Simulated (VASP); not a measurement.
CdSe4, 5 atoms in the cell. Symmetry: I4/m, No. 87, tetragonal system. The conventional cell has a = 7.706 Å, b = 7.706 Å, c = 4.193 Å, α = 90.00°, β = 90.00°, γ = 90.00°. Within 3.7 Å of Cd (site symmetry 4/m) lie 12 Se at 2.74 to 3.62 Å. Within 3.9 Å of Se (site symmetry m) lie 9 Se at 2.68 to 3.87 Å and 3 Cd at 2.74 to 3.62 Å. The cell was generated, and may not be a known phase.

- Program: VASP 6.6.1
- Task: relaxation of cell and atoms
- Functional: PBE
- Potentials or basis: VASP PAW PBE potentials, release 64 (Cd, Se)
- Cutoff: 600 eV
- k mesh: 6 × 6 × 6
- Occupations: gaussian, width 0.1 eV
- Spin: no spin polarisation
- Dipole correction: no
- Further INCAR settings: ALGO = Normal; EDIFF = 1e-06; IBRION = 2; EDIFFG = -0.04; NSW = 90; ISIF = 3

Potentials or basis: VASP PAW PBE potentials, release 64 (Cd, Se).

Launch:

```console
$ cat potpaw_PBE.64/Cd/POTCAR potpaw_PBE.64/Se/POTCAR > POTCAR
$ mpirun -np 1 vasp_std > vasp.out
```

Hardware: 1 thread of Intel Xeon 8259CL (shared host).

Problem. How long does it take, and how much memory?

Solution. Wall time 59 min on 1 thread of Intel Xeon 8259CL, with other jobs on the host, peak memory 0.39 GiB. Counts: scf iterations 164, k points 36, ion steps 23.
